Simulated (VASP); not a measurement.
SrCuSi:

```xyz
6
Lattice="4.0888 0.0000 0.0000 -2.0444 3.5410 0.0000 0.0000 0.0000 9.3650" Properties=species:S:1:pos:R:3 pbc="T T T"
Sr    0.0000    0.0000    4.6825
Sr    0.0000    0.0000    0.0000
Si    2.0444    1.1803    7.0238
Si    0.0000    2.3607    2.3413
Cu    2.0444    1.1803    2.3413
Cu    0.0000    2.3607    7.0238
```

- Program: VASP 6.6.1
- Task: relaxation of cell and atoms
- Functional: PBEsol
- Potentials or basis: VASP PAW PBE potentials, release 64 (Sr_sv, Si, Cu)
- Cutoff: 600 eV
- k mesh: 12 × 12 × 4
- Occupations: gaussian, width 0.1 eV
- Spin: no spin polarisation

At the start: pressure -1.6 GPa; volume 22.60 Å³/atom.

Question: Where does the relaxation end?

Answer: Over 16 steps the energy falls by 2.5 meV/atom and the volume is 22.07 Å³/atom (-2.4 %); space group P6_3/mmc (No. 194, to 0.05 Å).

The path:
```tsv
step	energy change (eV)	largest force (eV/Å)	pressure (GPa)	volume (Å³)
1	0.0000	0.0000	-1.56	135.59
2	-0.0127	0.0000	0.60	131.32
3	-0.0146	0.0000	-0.16	132.52
4	-0.0146	0.0000	0.09	132.29
5	-0.0146	0.0000	0.19	132.38
6	-0.0146	0.0000	0.13	132.46
7	-0.0147	0.0000	-0.20	132.78
8	-0.0147	0.0000	-0.09	132.61
9	-0.0149	0.0000	-0.06	132.51
10	-0.0150	0.0000	-0.11	132.46
11	-0.0149	0.0000	-0.02	132.36
12	-0.0150	0.0000	0.01	132.44
13	-0.0150	0.0000	-0.07	132.45
14	-0.0150	0.0000	0.04	132.28
15	-0.0150	0.0000	0.07	132.34
16	-0.0150	0.0000	0.01	132.39
```

Final structure:
```
Sr Si Cu
1.0
     4.06105    0.00000    0.00000
    -2.03052    3.51697    0.00000
     0.00000    0.00000    9.26957
Sr Si Cu
2 2 2
Direct
  0.00000 0.00000 0.50000
  0.00000 0.00000 0.00000
  0.66667 0.33333 0.75000
  0.33333 0.66667 0.25000
  0.66667 0.33333 0.25000
  0.33333 0.66667 0.75000
```

Caveat: the PAW data sets were made with another functional, which shifts forces and pressure a little.
